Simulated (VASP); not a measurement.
# TaN in VASP: further runs, part 3 of 3

VASP 6.6.1.

### Step 5. Single point, PBEsol

INCAR reads:

```
  ALGO = Normal
  EDIFF = 1E-7
  ENCUT = 520
  GGA = PS
  ISIF = 2
  ISMEAR = 0
  ISYM = 0
  LASPH = T
  LCHARG = F
  LREAL = F
  LWAVE = F
  NBANDS = 15
  NELM = 80
  PREC = Accurate
  SIGMA = 0.1
```

KPOINTS reads:

```
k-points
0
Gamma
  12 12 13
```

POSCAR reads:

```
TaN
1.0
    2.9726295061     -0.0000003124      0.0017935839
   -1.4863150236      2.5743731369      0.0000000000
    1.4879139832      0.8590475387      2.6801719065
Ta N
1 1
Direct
    0.0000000000      0.0000000000      0.0000000000
    0.0000000000      0.5000000000      0.5000000000
```

Potentials or basis: VASP PAW PBE potentials, release 64 (Ta_pv, N).

The run is started by

```sh
$ cat potpaw_PBE.64/Ta_pv/POTCAR potpaw_PBE.64/N/POTCAR > POTCAR
$ mpirun -np 1 vasp_std > vasp.out
```

OUTCAR:

```text
EDIFF = 1E-7
   ENCUT = 520
   GGA = PS
   ISIF = 2
   ISMEAR = 0
   ISYM = 0
   LASPH = T
   LREAL = F
   NELM = 80
   PREC = Accurate

 ion  position               nearest neighbor table
   1  0.000  0.000  0.000-   2 2.18   2 2.18   2 2.18   2 2.18   2 2.18   2 2.18
   2  0.000  0.500  0.500-   1 2.18   1 2.18   1 2.18   1 2.18   1 2.18   1 2.18

IMPORTANT INFORMATION: All symmetrisations will be switched off!
NOSYMM: (Re-)initialisation of all symmetry stuff for point group C_1.

----------------------------------------------------------------------------------------

                                     Primitive cell

  volume of cell :      20.5013

  direct lattice vectors                    reciprocal lattice vectors
     2.972629506 -0.000000312  0.001793584     0.336552831  0.194308868 -0.249119177
    -1.486315024  2.574373137  0.000000000     0.000075196  0.388487493 -0.124559588
     1.487913983  0.859047539  2.680171907    -0.000225223 -0.000130032  0.373277107

  length of vectors
     2.972630047  2.972630047  3.183578512     0.461610343  0.407967681  0.373277198

  position of ions in fractional coordinates (direct lattice)
     0.000000000  0.000000000  0.000000000
     1.000000000  0.500000000  0.500000000

  ion indices of the primitive-cell ions
   primitive index   ion index
                 1           1
                 2           2

----------------------------------------------------------------------------------------

 KPOINTS: k-points

Automatic generation of k-mesh.
 Grid dimensions read from file:
 generate k-points for:   12   12   13

 Generating k-lattice:

  Cartesian coordinates                     Fractional coordinates (reciprocal lattice)
     0.028046069  0.016192406 -0.020759931     0.083333333  0.000000000 -0.000000000
     0.000006266  0.032373958 -0.010379966    -0.000000000  0.083333333  0.000000000
    -0.000017325 -0.000010002  0.028713624    -0.000000000  0.000000000  0.076923077

  Length of vectors
[... 85 lines left out ...]
   LRPA    =     F    only Hartree local field effects (RPA)
 non-spin polarized calculation
 Gauss-broadening in eV      SIGMA  =   0.10
  energy-cutoff  :      520.00
  volume of cell :       20.50
 maximum number of plane-waves:       575
 NGX is ok and might be reduce to    24
   NGX = 11   NGY = 11   NGZ = 11

 number of electron      15.9999999 magnetization

 Free energy of the ion-electron system (eV)
  ---------------------------------------------------
  ext. energy  EPLUGINS =         0.00000000
  ---------------------------------------------------
  free energy    TOTEN  =       -23.14494170 eV

  energy without entropy =      -23.14131158  energy(sigma->0) =      -23.14312664

 E-fermi :   9.6852     XC(G=0): -13.7920

 val. band max:        9.6781032589   @ k =   0.1667   0.3333  -0.0769
 cond. band min:       9.6871934139   @ k =  -0.1667  -0.0000   0.3846
 fundamental gap:      0.0090901550
 Fermi energy:         9.6852042749

 k-point     1 :       0.0000    0.0000    0.0000
  band No.  band energies     occupation
      1     -26.0266      2.00000
      2     -25.7673      2.00000
      3     -25.7656      2.00000
      4      -9.2928      2.00000
      5       5.5409      2.00000
      6       6.1853      2.00000
      7       6.1856      2.00000
      8       6.4009      2.00000
      9       7.9835      2.00000
     10       7.9866      2.00000
     11       9.9948      0.00001
     12      10.0074      0.00001
     13      11.9162      0.00000
     14      19.3097      0.00000
[... 401 lines left out ...]
      2     -26.1079      2.00000
      3     -25.9506      2.00000
      4      -7.4902      2.00000
      5       1.2236      2.00000
      6       3.1864      2.00000
      7       3.7697      2.00000
      8       7.1451      2.00000
      9      10.5638      0.00000
     10      11.7912      0.00000
     11      12.9377      0.00000
     12      13.9808      0.00000
     13      17.6541      0.00000
     14      22.1768      0.00000
     15      22.9895      0.00000

 [... further k-points ...]

------------------------ aborting loop because EDIFF is reached ----------------------------------------

  FORCE on cell =-STRESS in cart. coord.  units (eV):
  Direction    XX          YY          ZZ          XY          YZ          ZX
  --------------------------------------------------------------------------------------
  -------------------------------------------------------------------------------------
  Total        1.7743547      1.7518706      0.1649339      0.0194719      0.0010682      0.0018510
  in kB      138.6660435    136.9089116     12.8896033      1.5217292      0.0834827      0.1446552
  external PRESSURE =      96.1548528 kB  Pullay stress =       0.0000000 kB

 VOLUME and BASIS-vectors are now :
 -----------------------------------------------------------------------------
  energy-cutoff  :      520.00
  volume of cell :       20.50
      direct lattice vectors                 reciprocal lattice vectors
     2.972629506 -0.000000312  0.001793584     0.336552831  0.194308868 -0.249119177
    -1.486315024  2.574373137  0.000000000     0.000075196  0.388487493 -0.124559588
     1.487913983  0.859047539  2.680171907    -0.000225223 -0.000130032  0.373277107

 POSITION                                       TOTAL-FORCE (eV/Angst)
 -----------------------------------------------------------------------------------
      0.00000      0.00000      0.00000        -0.000000      0.000000      0.000000
      0.00080      1.71671      1.34009         0.000000     -0.000000     -0.000000
 -----------------------------------------------------------------------------------
    total drift:                                0.000000     -0.000000     -0.000000

  FREE ENERGIE OF THE ION-ELECTRON SYSTEM (eV)
  ---------------------------------------------------
  free  energy   TOTEN  =       -23.1449416967 eV

  energy  without entropy=      -23.1413115786  energy(sigma->0) =      -23.14312664
```

Wall time 5.5 min (1 thread of AMD EPYC 7R13, shared host); peak memory 0.36 GiB.

What came out:

| Property | Result |
| --- | --- |
| Free energy | -23.1449 eV |
| Pressure | 9.6 GPa |
| Band gap on the k mesh | zero (bands 8 and 9 overlap by 3.15 eV) |

Stress tensor (GPa, compression positive):
```
13.87  0.15  0.01
 0.15 13.69  0.01
 0.01  0.01  1.29
```

Caveat: the cell stands under pressure; the PAW data sets were made with another functional, which shifts forces and pressure a little; spin-orbit coupling is left out, which moves the levels of the heavy elements.

### Step 6. Single point, PBEsol

INCAR reads:

```
SYSTEM = TaN
ALGO = Normal
EDIFF = 1E-6
ENCUT = 520
GGA = PS
ISIF = 2
ISMEAR = 0
ISYM = 0
LASPH = .TRUE.
LCHARG = .FALSE.
LREAL = .FALSE.
LWAVE = .FALSE.
NBANDS = 15
NELM = 100
PREC = Accurate
SIGMA = 0.1
```

KPOINTS reads:

```
k-points
0
G
  12 12 13
  0 0 0
```

POSCAR reads:

```
TaN
1.0
    2.9726295061     -0.0000003124      0.0017935876
   -1.4863150236      2.5743731369      0.0000000000
    1.4879139865      0.8590475406      2.6801718139
Ta N
1 1
Direct
    0.0000000000      0.0000000000      0.0000000000
    0.0000000000      0.5000000000      0.5000000000
```

Potentials or basis: VASP PAW PBE potentials, release 64 (Ta_pv, N).

The run is started by

```sh
$ cat potpaw_PBE.64/Ta_pv/POTCAR potpaw_PBE.64/N/POTCAR > POTCAR
$ mpirun -np 1 vasp_std > vasp.out
```

Run time: 4.5 min. Hardware: 1 thread of AMD EPYC 7R13, shared host; peak memory 0.36 GiB.

Results (log left out):

- Free energy: -23.1449 eV
- Pressure: 9.6 GPa
- Band gap on the k mesh: zero (bands 8 and 9 overlap by 3.15 eV)

Stress tensor (GPa, compression positive):
```
13.86  0.15  0.01
 0.15 13.68  0.01
 0.01  0.01  1.28
```

Levels at points of the mesh, in eV from the Fermi level:
```csv
k point,band 4,band 5,band 6,band 7,band 8,band 9,band 10,band 11,band 12,band 13
"(0.00, 0.00, 0.00)",-18.98,-4.14,-3.50,-3.50,-3.28,-1.70,-1.70,0.31,0.32,2.23
"(0.50, 0.00, 0.00)",-17.64,-6.61,-5.67,-4.79,-4.27,2.14,3.47,4.14,4.87,7.72
"(0.00, 0.50, 0.00)",-15.59,-10.54,-8.37,-7.35,0.57,3.14,3.35,4.00,7.98,8.34
"(0.50, 0.50, 0.00)",-15.59,-10.54,-8.37,-7.35,0.57,3.14,3.35,4.00,7.98,8.34
```

Caveat: the cell stands under pressure; the PAW data sets were made with another functional, which shifts forces and pressure a little; spin-orbit coupling is left out, which moves the levels of the heavy elements.
